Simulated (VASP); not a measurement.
# SiW2 (P6/mmm) in VASP: notebook, part 3 of 3

VASP 6.6.1. Earlier steps stand in the parts before.

## Step 6: Single point, PBE

This run uses another cell than the first one: it holds 6 atoms, not 3.

Input file INCAR:

```
SYSTEM = SiW2
ALGO     = Fast           ! electronic algorithm
EDIFF    = 1E-6           ! SCF threshold, eV
ENCUT    = 520            ! plane-wave cutoff, eV
GGA      = PE             ! functional
ISIF     = 2              ! what is computed and relaxed
ISMEAR   = 0              ! smearing method
LASPH    = .TRUE.         ! aspherical terms in the spheres
LCHARG   = .FALSE.        ! write CHGCAR
LREAL    = .FALSE.        ! projectors in reciprocal space
LWAVE    = .FALSE.        ! write WAVECAR
NBANDS   = 41             ! bands
NELM     = 80             ! most SCF steps
PREC     = Accurate       ! precision mode
SIGMA    = 0.2            ! smearing width, eV
```

Input file KPOINTS:

```
k-points
0
G
  8 6 4
  0 0 0
```

Input file POSCAR:

```
SiW2
1.0
    0.0000000000      0.0000000000     -2.6449460295
    2.2763887373     -3.9428209508      0.0000000000
   -6.8291662119     -3.9428209508      0.0000000000
Si W
2 4
Direct
    0.0000000000      0.0000000000      1.0000000000
    1.0000000000      0.5000000000      0.5000000000
    0.5000000000      0.5000000000      0.8333333333
    0.5000000000      1.0000000000      0.3333333333
    0.5000000000      1.0000000000      0.6666666667
    0.5000000000      0.5000000000      0.1666666667
```

Potentials or basis: VASP PAW PBE potentials, release 64 (Si, W_sv).

The run is started by

```bash
$ cat potpaw_PBE.64/Si/POTCAR potpaw_PBE.64/W_sv/POTCAR > POTCAR
$ mpirun -np 1 vasp_std > vasp.out
```

OUTCAR:

```text
SYSTEM = SiW2
   EDIFF = 1E-6
   ENCUT = 520
   GGA = PE
   ISIF = 2
   ISMEAR = 0
   LASPH = .TRUE.
   LREAL = .FALSE.
   NELM = 80
   PREC = Accurate

 ion  position               nearest neighbor table
   1  0.000  0.000  0.000-   4 2.94   5 2.94   4 2.94   5 2.94   3 2.94   3 2.94   6 2.94   6 2.94
                             3 2.94   6 2.94   3 2.94   6 2.94
   2  0.000  0.500  0.500-   3 2.94   6 2.94   3 2.94   6 2.94   4 2.94   4 2.94   5 2.94   5 2.94
                             5 2.94   4 2.94   4 2.94   5 2.94
   3  0.500  0.500  0.833-   5 2.63   5 2.63   6 2.63   2 2.94   2 2.94   1 2.94   1 2.94   1 2.94
                             1 2.94
   4  0.500  0.000  0.333-   6 2.63   6 2.63   5 2.63   1 2.94   1 2.94   2 2.94   2 2.94   2 2.94
                             2 2.94
   5  0.500  0.000  0.667-   3 2.63   3 2.63   4 2.63   1 2.94   1 2.94   2 2.94   2 2.94   2 2.94
                             2 2.94
   6  0.500  0.500  0.167-   4 2.63   4 2.63   3 2.63   2 2.94   2 2.94   1 2.94   1 2.94   1 2.94
                             1 2.94

  LATTYP: Found a simple orthorhombic cell.
 ALAT       =     2.6449460295
 B/A-ratio  =     1.7213120509
 C/A-ratio  =     2.9813999279

  Lattice vectors:

 A1 = (   0.0000000000,   0.0000000000,  -2.6449460295)
 A2 = (   2.2763887373,  -3.9428209508,   0.0000000000)
 A3 = (  -6.8291662119,  -3.9428209508,   0.0000000000)

Analysis of symmetry for initial positions (statically):
=====================================================================
 Subroutine PRICEL returns following result:

  LATTYP: Found a hexagonal cell.
 ALAT       =     4.5527774746
 C/A-ratio  =     0.5809521867

  Lattice vectors:

 A1 = (  -2.2763887373,   3.9428209508,   0.0000000000)
 A2 = (   4.5527774746,   0.0000000000,   0.0000000000)
 A3 = (   0.0000000000,   0.0000000000,  -2.6449460295)

   2 primitive cells build up your supercell.

 Routine SETGRP: Setting up the symmetry group for a
 simple orthorhombic supercell.

 Subroutine GETGRP returns: Found  8 space group operations
 (whereof  8 operations were pure point group operations)
 out of a pool of  8 trial point group operations.

The static configuration has the point symmetry D_2h.

Analysis of symmetry for dynamics (positions and initial velocities):
=====================================================================
 Subroutine PRICEL returns following result:

  LATTYP: Found a hexagonal cell.
 ALAT       =     4.5527774746
 C/A-ratio  =     0.5809521867

  Lattice vectors:

 A1 = (  -2.2763887373,   3.9428209508,   0.0000000000)
 A2 = (   4.5527774746,   0.0000000000,   0.0000000000)
 A3 = (   0.0000000000,   0.0000000000,  -2.6449460295)

   2 primitive cells build up your supercell.

 Routine SETGRP: Setting up the symmetry group for a
 simple orthorhombic supercell.

 Subroutine GETGRP returns: Found  8 space group operations
 (whereof  8 operations were pure point group operations)
 out of a pool of  8 trial point group operations.

The dynamic configuration has the point symmetry D_2h.

[... 52 lines left out ...]

 Found     60 irreducible k-points:

 Following reciprocal coordinates:
            Coordinates               Weight
  0.000000  0.000000  0.000000      1.000000
  0.125000  0.000000  0.000000      2.000000
  0.250000  0.000000  0.000000      2.000000
  0.375000  0.000000  0.000000      2.000000
  0.500000  0.000000  0.000000      1.000000
  0.000000  0.166667  0.000000      2.000000
[... 16 lines left out ...]
  0.250000  0.000000  0.250000      4.000000
  0.375000  0.000000  0.250000      4.000000
 [... further k-points ...]
   k-points           NKPTS =     60   k-points in BZ     NKDIM =     60   number of bands    NBANDS=     41
   number of dos      NEDOS =    301   number of ions     NIONS =      6
   total plane-waves  NPLWV =  43200
   dimension x,y,z NGX =    20 NGY =   36 NGZ =   60
   dimension x,y,z NGXF=    40 NGYF=   72 NGZF=  120
   ions per type =               2   4
   NGX,Y,Z   is equivalent  to a cutoff of  12.57, 13.15, 12.65 a.u.
   NGXF,Y,Z  is equivalent  to a cutoff of  25.14, 26.29, 25.30 a.u.
 SYSTEM =  SiW2
   PREC   = accura    normal or accurate (medium, high low for compatibility)
   ISTART =      0    job   : 0-new  1-cont  2-samecut
   ICHARG =      2    charge: 1-file 2-atom 10-const
   ISPIN  =      1    spin polarized calculation?
   LNONCOLLINEAR =      F non collinear calculations
   LSORBIT =      F    spin-orbit coupling
   LASPH  =      T    aspherical Exc in radial PAW
   ENCUT  =  520.0 eV  38.22 Ry    6.18 a.u.   4.92  8.47 14.66*2*pi/ulx,y,z
   NELM   =     80;   NELMIN=  2; NELMDL= -5     # of ELM steps
   EDIFF  = 0.1E-05   stopping-criterion for ELM
   LREAL  =      F    real-space projection
   EDIFFG = 0.1E-04   stopping-criterion for IOM
   NSW    =      0    number of steps for IOM
   IBRION =     -1    ionic relax: 0-MD 1-quasi-New 2-CG
   NFREE  =      0    steps in history (QN), initial steepest desc. (CG)
   ISIF   =      2    stress and relaxation
   ISYM   =      2    0-nonsym 1-usesym 2-fastsym
   POTIM  = 0.5000    time-step for ionic-motion
   TEBEG  =    0.0;   TEEND  =   0.0 temperature during run
   PSTRESS=    0.0 pullay stress
   NELECT =      64.0000    total number of electrons
   NUPDOWN=      -1.0000    fix difference up-down
   EMIN   =  10.00;   EMAX   =-10.00  energy-range for DOS
   EFERMI =   0.00;   METHOD = LEGACY
   ISMEAR =     0;   SIGMA  =   0.20  broadening in eV -4-tet -1-fermi 0-gaus
   EFERMI_NEDOS =   21; number of points for ismear=-14 and -15
   IALGO  =     68    algorithm
   IMIX   =      4    mixing-type and parameters
     AMIX     =   0.40;   BMIX     =  1.00
     AMIX_MAG =   1.60;   BMIX_MAG =  1.00
  volume/ion in A,a.u.               =      15.83       106.80
  Fermi-wavevector in a.u.,A,eV,Ry     =   1.435351  2.712420 28.031157  2.060232
  Thomas-Fermi vector in A             =   2.554659
   LORBIT       =      0    0 simple, 1 ext, 2 COOP (PROOUT), +10 PAW based schemes
   GGA     = PE    functional components
   LHFCALC =     F    Hartree Fock is set to
   AEXX    =    0.0000 exact exchange contribution
   IVDW    =     0    specifies the selected vdW correction
   LEPSILON=     F    determine dielectric tensor
   LRPA    =     F    only Hartree local field effects (RPA)
 non-spin polarized calculation
 RMM-DIIS sequential band-by-band and
 Gauss-broadening in eV      SIGMA  =   0.20
  energy-cutoff  :      520.00
  volume of cell :       94.96
 maximum number of plane-waves:      2608
 NGX is ok and might be reduce to    20

 number of electron      63.9999988 magnetization

 Free energy of the ion-electron system (eV)
  ---------------------------------------------------
  ext. energy  EPLUGINS =         0.00000000
  ---------------------------------------------------
  free energy    TOTEN  =       -57.90934922 eV

  energy without entropy =      -57.77259218  energy(sigma->0) =      -57.84097070

 E-fermi :  10.9243     XC(G=0): -12.6804

 val. band max:       10.9194254689   @ k =   0.1250   0.1667   0.0000
 cond. band min:      10.9356885387   @ k =   0.3750   0.5000   0.0000
 fundamental gap:      0.0162630698
 Fermi energy:        10.9243390569

 k-point     1 :       0.0000    0.0000    0.0000
  band No.  band energies     occupation
      1     -63.1413      2.00000
      2     -63.0920      2.00000
      3     -63.0425      2.00000
      4     -62.9926      2.00000
      5     -27.8456      2.00000
      6     -27.7714      2.00000
[... 1045 lines left out ...]
     40      14.1256      0.00000
     41      14.7574      0.00000

 [... further k-points ...]

------------------------ aborting loop because EDIFF is reached ----------------------------------------

  FORCE on cell =-STRESS in cart. coord.  units (eV):
  Direction    XX          YY          ZZ          XY          YZ          ZX
  --------------------------------------------------------------------------------------
  -------------------------------------------------------------------------------------
  Total        0.2262630      0.0658218      1.5016410      0.1389462      0.0000000      0.0000000
  in kB        3.8176297      1.1105798     25.3364870      2.3443739      0.0000000      0.0000000
  external PRESSURE =      10.0882321 kB  Pullay stress =       0.0000000 kB

 VOLUME and BASIS-vectors are now :
 -----------------------------------------------------------------------------
  energy-cutoff  :      520.00
  volume of cell :       94.96
      direct lattice vectors                 reciprocal lattice vectors
     0.000000000  0.000000000 -2.644946029     0.000000000  0.000000000 -0.378079548
     2.276388737 -3.942820951  0.000000000     0.109823070 -0.190219137  0.000000000
    -6.829166212 -3.942820951  0.000000000    -0.109823070 -0.063406379  0.000000000

 POSITION                                       TOTAL-FORCE (eV/Angst)
 -----------------------------------------------------------------------------------
      0.00000      0.00000      0.00000         0.000000     -0.000000      0.000000
     -2.27639     -3.94282      0.00000         0.000000     -0.000000      0.000000
     -4.55278     -5.25709     -1.32247         0.082073      0.047385      0.000000
     -2.27639     -1.31427     -1.32247         0.082073      0.047385     -0.000000
     -4.55278     -2.62855     -1.32247        -0.082073     -0.047385      0.000000
     -0.00000     -2.62855     -1.32247        -0.082073     -0.047385      0.000000
 -----------------------------------------------------------------------------------
    total drift:                               -0.000000     -0.000000     -0.000000

  FREE ENERGIE OF THE ION-ELECTRON SYSTEM (eV)
  ---------------------------------------------------
  free  energy   TOTEN  =       -57.9093492172 eV

  energy  without entropy=      -57.7725921794  energy(sigma->0) =      -57.84097070
```

It took 1.7 min on 1 thread of Intel Xeon 6975P-C (Granite Rapids), shared host; peak memory 0.31 GiB.

What came out:

| Property | Result |
| --- | --- |
| Free energy | -57.9093 eV |
| Pressure | 1.0 GPa |
| Largest force | 0.095 eV/Å |
| Band gap on the k mesh | zero (bands 32 and 33 overlap by 1.66 eV) |

Forces on the atoms (eV/Å):
```
Si   0.000  0.000  0.000
Si   0.000  0.000  0.000
W    0.082  0.047  0.000
W    0.082  0.047  0.000
W   -0.082 -0.047  0.000
W   -0.082 -0.047  0.000
```

Levels at points of the mesh, in eV from the Fermi level:
```csv
k point,band 29,band 30,band 31,band 32,band 33,band 34,band 35,band 36
"(0.00, 0.00, 0.00)",-1.64,-1.64,-0.89,0.86,1.12,1.43,1.51,1.51
"(0.50, 0.00, 0.00)",-2.06,-1.53,-1.52,-0.21,-0.21,-0.06,-0.06,1.33
"(0.00, 0.50, 0.00)",-2.57,-2.57,-0.75,-0.75,0.86,0.86,1.94,1.94
"(0.50, 0.50, 0.00)",-0.73,-0.73,-0.35,-0.35,0.10,0.10,0.42,0.42
"(0.00, 0.00, 0.50)",-1.86,-1.86,1.26,1.26,1.30,1.30,1.52,1.52
"(0.50, 0.00, 0.50)",-1.50,-1.50,-0.70,-0.70,-0.40,-0.40,0.87,0.87
"(0.00, 0.50, 0.50)",-2.00,-2.00,0.86,0.86,1.12,1.12,1.43,1.43
"(0.50, 0.50, 0.50)",-2.06,-2.06,-0.21,-0.21,-0.21,-0.21,1.94,1.94
```

Caveat: spin-orbit coupling is left out, which moves the levels of the heavy elements.

## Step 7: Overview

| task | cell | k mesh | cutoff (eV) | smearing | gap on the mesh (eV) | pressure (GPa) |
| --- | --- | --- | --- | --- | --- | --- |
| single point | a = 4.558, b = 4.558, c = 2.626 Å, angles 90.0, 90.0, 120.0°, 3 atoms, atomic positions A | 6 × 6 × 6 | 520 | gaussian 0.1 eV | none | 0.5 |
| single point | a = 4.124, b = 4.124, c = 3.693 Å, angles 90.0, 90.0, 120.0°, 3 atoms, atomic positions A | 6 × 6 × 6 | 520 | gaussian 0.1 eV | none | 6.0 |
| relaxation of cell and atoms | relaxed from a = 4.124, b = 4.124, c = 3.693 Å, angles 90.0, 90.0, 120.0°, 3 atoms, atomic positions A | 6 × 6 × 6 | 600 | gaussian 0.1 eV | none | 0.2 |
| single point | a = 4.553, b = 4.553, c = 2.645 Å, angles 90.0, 90.0, 120.0°, 3 atoms, atomic positions A | 12 × 12 × 18 | 520 | gaussian 0.1 eV | none | 0.5 |
| single point | a = 2.645, b = 4.553, c = 7.886 Å, 6 atoms, atomic positions B | 8 × 6 × 4 | 520 | gaussian 0.2 eV | none | 1.0 |

Alike in all rows: level PBE; potentials or basis VASP PAW PBE potentials, release 64 (Si, W_sv); no spin polarisation.

Caveats: some runs use coarse meshes; spin-orbit coupling is left out, which moves the levels of the heavy elements; the cell stands under pressure (at least some runs); a cell axis changed by over 15 % at a fixed basis, so the end point is rough (at least some runs).

Absolute energies hang on the potentials; compare differences alone.
